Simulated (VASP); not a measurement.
# Cd (Im-3m) in VASP: notebook

Cd is run at these levels: PBEsol; tasks: single point.

All numbers are computed with VASP 6.6.1; they aren't measurements. Logs are shortened: lines on timing, memory, paths and dates and some standing lists are left out, and cuts for length are marked.

## Step 1: The cell of the first run

Symmetry: Im-3m, No. 229, cubic system. The conventional cell has a = 3.477 Å, b = 3.477 Å, c = 3.477 Å, α = 90.00°, β = 90.00°, γ = 90.00°. Within 4.0 Å of Cd (site symmetry m-3m) lie 14 Cd at 3.01 to 3.48 Å.

## Step 2: Single point, PBEsol

INCAR

```
  ALGO = Normal
  EDIFF = 1E-6
  ENCUT = 520
  GGA = PS
  ISIF = 2
  ISMEAR = -1
  LASPH = True
  LCHARG = False
  LREAL = False
  LWAVE = False
  NBANDS = 12
  NELM = 80
  PREC = Accurate
  SIGMA = 0.15
```

KPOINTS

```
k-points
0
Gamma
  7 7 7
```

POSCAR

```
Cd
1.0
   -1.7384439142      1.7384439142      1.7384439142
    1.7384439142     -1.7384439142      1.7384439142
    1.7384439142      1.7384439142     -1.7384439142
Cd
1
Direct
    0.0000000000      0.0000000000      0.0000000000
```

Potentials or basis: VASP PAW PBE potentials, release 64 (Cd).

The run is started by

```
$ cat potpaw_PBE.64/Cd/POTCAR > POTCAR
$ mpirun -np 1 vasp_std > vasp.out
```

OUTCAR:

```text
EDIFF = 1E-6
   ENCUT = 520
   GGA = PS
   ISIF = 2
   ISMEAR = -1
   LASPH = True
   LREAL = False
   NELM = 80
   PREC = Accurate

 ion  position               nearest neighbor table
   1  0.000  0.000  0.000-

  LATTYP: Found a body centered cubic cell.
 ALAT       =     3.4768878284

  Lattice vectors:

 A1 = (  -1.7384439142,   1.7384439142,   1.7384439142)
 A2 = (   1.7384439142,  -1.7384439142,   1.7384439142)
 A3 = (   1.7384439142,   1.7384439142,  -1.7384439142)

Analysis of symmetry for initial positions (statically):
=====================================================================
 Subroutine PRICEL returns:
 Original cell was already a primitive cell.

 Routine SETGRP: Setting up the symmetry group for a
 body centered cubic supercell.

 Subroutine GETGRP returns: Found 48 space group operations
 (whereof 48 operations were pure point group operations)
 out of a pool of 48 trial point group operations.

The static configuration has the point symmetry O_h .

Analysis of symmetry for dynamics (positions and initial velocities):
=====================================================================
 Subroutine PRICEL returns:
 Original cell was already a primitive cell.

 Routine SETGRP: Setting up the symmetry group for a
 body centered cubic supercell.

 Subroutine GETGRP returns: Found 48 space group operations
 (whereof 48 operations were pure point group operations)
 out of a pool of 48 trial point group operations.

The dynamic configuration has the point symmetry O_h .

 Subroutine INISYM returns: Found 48 space group operations
 (whereof 48 operations are pure point group operations),
 and found     1 'primitive' translations

----------------------------------------------------------------------------------------

                                     Primitive cell

  volume of cell :      21.0156

  direct lattice vectors                    reciprocal lattice vectors
    -1.738443914  1.738443914  1.738443914     0.000000000  0.287613535  0.287613535
     1.738443914 -1.738443914  1.738443914     0.287613535  0.000000000  0.287613535
     1.738443914  1.738443914 -1.738443914     0.287613535  0.287613535  0.000000000

  length of vectors
     3.011073186  3.011073186  3.011073186     0.406746962  0.406746962  0.406746962

  position of ions in fractional coordinates (direct lattice)
     0.000000000  0.000000000  0.000000000

  ion indices of the primitive-cell ions
[... 74 lines left out ...]
   NFREE  =      0    steps in history (QN), initial steepest desc. (CG)
   ISIF   =      2    stress and relaxation
   ISYM   =      2    0-nonsym 1-usesym 2-fastsym
   POTIM  = 0.5000    time-step for ionic-motion
   TEBEG  =    0.0;   TEEND  =   0.0 temperature during run
   PSTRESS=    0.0 pullay stress
   NELECT =      12.0000    total number of electrons
   NUPDOWN=      -1.0000    fix difference up-down
   EMIN   =  10.00;   EMAX   =-10.00  energy-range for DOS
   EFERMI =   0.00;   METHOD = LEGACY
   ISMEAR =    -1;   SIGMA  =   0.15  broadening in eV -4-tet -1-fermi 0-gaus
   EFERMI_NEDOS =   21; number of points for ismear=-14 and -15
   IALGO  =     38    algorithm
   IMIX   =      4    mixing-type and parameters
     AMIX     =   0.40;   BMIX     =  1.00
     AMIX_MAG =   1.60;   BMIX_MAG =  1.00
  volume/ion in A,a.u.               =      21.02       141.82
  Fermi-wavevector in a.u.,A,eV,Ry     =   1.358171  2.566572 25.097707  1.844629
  Thomas-Fermi vector in A             =   2.485027
   LORBIT       =      0    0 simple, 1 ext, 2 COOP (PROOUT), +10 PAW based schemes
   GGA     = PS    functional components
   LHFCALC =     F    Hartree Fock is set to
   AEXX    =    0.0000 exact exchange contribution
   IVDW    =     0    specifies the selected vdW correction
   LEPSILON=     F    determine dielectric tensor
   LRPA    =     F    only Hartree local field effects (RPA)
 non-spin polarized calculation
  energy-cutoff  :      520.00
  volume of cell :       21.02
 maximum number of plane-waves:       581
   NGX = 11   NGY = 11   NGZ = 11

 number of electron      11.9999996 magnetization

 Free energy of the ion-electron system (eV)
  ---------------------------------------------------
  ext. energy  EPLUGINS =         0.00000000
  ---------------------------------------------------
  free energy    TOTEN  =        -1.16395850 eV

  energy without entropy =       -1.13666735  energy(sigma->0) =       -1.15031292

 E-fermi :   2.9661     XC(G=0): -11.3693

 val. band max:        2.8417805175   @ k =  -0.4286  -0.4286   0.1429
 cond. band min:       3.1399289477   @ k =  -0.4286  -0.4286   0.1429
 fundamental gap:      0.2981484302
 Fermi energy:         2.9661324912

 k-point     1 :       0.0000    0.0000    0.0000
  band No.  band energies     occupation
      1      -6.3322      2.00000
      2      -6.3322      2.00000
      3      -6.3322      2.00000
      4      -6.1716      2.00000
      5      -5.6208      2.00000
      6      -5.6208      2.00000
      7      18.6966      0.00000
      8      18.6966      0.00000
      9      18.6966      0.00000
     10      19.9424      0.00000
     11      19.9424      0.00000
     12      19.9424      0.00000
[... 271 lines left out ...]
 k-point    20 :      -0.4286    0.4286    0.4286
  band No.  band energies     occupation
      1      -6.8289      2.00000
      2      -6.7893      2.00000
      3      -5.3595      2.00000
      4      -5.3595      2.00000
      5      -5.3115      2.00000
      6       4.3018      0.00027
      7       6.8743      0.00000
      8       6.8743      0.00000
      9       9.9279      0.00000
     10      11.3970      0.00000
     11      13.2113      0.00000
     12      27.1963      0.00000

------------------------ aborting loop because EDIFF is reached ----------------------------------------

  FORCE on cell =-STRESS in cart. coord.  units (eV):
  Direction    XX          YY          ZZ          XY          YZ          ZX
  --------------------------------------------------------------------------------------
  -------------------------------------------------------------------------------------
  Total        0.1056893      0.1056893      0.1056893      0.0000000      0.0000000     -0.0000000
  in kB        8.0574845      8.0574845      8.0574845      0.0000000      0.0000000     -0.0000000
  external PRESSURE =       8.0574845 kB  Pullay stress =       0.0000000 kB

 VOLUME and BASIS-vectors are now :
 -----------------------------------------------------------------------------
  energy-cutoff  :      520.00
  volume of cell :       21.02
      direct lattice vectors                 reciprocal lattice vectors
    -1.738443914  1.738443914  1.738443914     0.000000000  0.287613535  0.287613535
     1.738443914 -1.738443914  1.738443914     0.287613535  0.000000000  0.287613535
     1.738443914  1.738443914 -1.738443914     0.287613535  0.287613535  0.000000000

 POSITION                                       TOTAL-FORCE (eV/Angst)
 -----------------------------------------------------------------------------------
      0.00000      0.00000      0.00000        -0.000000     -0.000000      0.000000
 -----------------------------------------------------------------------------------
    total drift:                               -0.000000      0.000000      0.000000

  FREE ENERGIE OF THE ION-ELECTRON SYSTEM (eV)
  ---------------------------------------------------
  free  energy   TOTEN  =        -1.1639584968 eV

  energy  without entropy=       -1.1366673482  energy(sigma->0) =       -1.15031292
```

It took 5.9 s on 1 thread of Intel Xeon Platinum 8259CL at 2.50GHz (Skylake/Cascade Lake), shared host; peak memory 0.13 GiB.

What came out:

| Item | Value |
| --- | --- |
| Free energy | -1.1640 eV |
| Pressure | 0.8 GPa |
| Band gap on the k mesh | zero (band 6 reaches 4.76 eV, above the bottom of band 7 at 2.40 eV) |

Caveat: the k points lie up to 0.37 Å⁻¹ apart; the PAW data sets were made with another functional, which shifts forces and pressure a little.

[end of part 1 of 3]
